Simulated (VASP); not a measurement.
## As2Se: relaxation of cell and atoms with PBE

Crystal: As2Se.

```
As Se
1.0
     0.00000    3.26991    3.26991
     3.26991    0.00000    3.26991
     3.26991    3.26991    0.00000
As Se
2 1
Direct
  0.25000 0.25000 0.25000
  0.75000 0.75000 0.75000
  0.00000 0.00000 0.00000
```

```json
{
 "Program": "VASP 6.6.1",
 "Task": "relaxation of cell and atoms",
 "Functional": "PBE",
 "Potentials or basis": "VASP PAW PBE potentials, release 64 (As, Se)",
 "Cutoff": "600 eV",
 "k mesh": "12 × 12 × 12",
 "Occupations": "gaussian, width 0.1 eV",
 "Spin": "no spin polarisation",
 "Dipole correction": "no",
 "Further INCAR settings": "ALGO = Normal; EDIFF = 1e-06; IBRION = 2; EDIFFG = -0.01; NSW = 100; ISIF = 3"
}
```

| Item | Value |
| --- | --- |
| Relaxed volume | 23.26 Å³/atom |
| Relaxed cell | a = 4.621 Å, b = 4.621 Å, c = 4.621 Å, α = 60.00°, β = 60.00°, γ = 60.00° |
| Space group after relaxing (to 0.05 Å) | Fm-3m (No. 225) |
| Energy gained by relaxing | 0.0 meV/atom |
| Ionic steps | 2 |
| Pressure after relaxing | 0.0 GPa |
| Band gap on the k mesh | zero (band 8 reaches 6.33 eV, above the bottom of band 9 at 2.01 eV) |

Final structure:
```
As Se
1.0
     0.00000    3.26741    3.26741
     3.26741    0.00000    3.26741
     3.26741    3.26741    0.00000
As Se
2 1
Direct
  0.25000 0.25000 0.25000
  0.75000 0.75000 0.75000
  0.00000 0.00000 0.00000
```

Levels at points of the mesh, in eV from the Fermi level:
| k point | band 4 | band 5 | band 6 | band 7 | band 8 | band 9 | band 10 | band 11 | band 12 |
| --- | --- | --- | --- | --- | --- | --- | --- | --- | --- |
| (0.00, 0.00, 0.00) | -3.92 | -3.92 | -3.92 | -2.71 | -2.71 | -2.71 | 1.89 | 1.89 | 1.89 |
| (0.50, 0.00, 0.00) | -4.88 | -4.88 | -3.03 | -1.80 | -1.80 | 0.56 | 1.90 | 2.18 | 2.18 |
| (0.50, 0.50, 0.00) | -6.05 | -6.05 | -3.17 | -0.70 | 1.57 | 1.57 | 2.10 | 2.10 | 2.74 |

Run time: 64 s on 1 thread of AMD EPYC 9R45 96-Core Processor (Zen 5), on a shared host, peak memory 0.26 GiB.
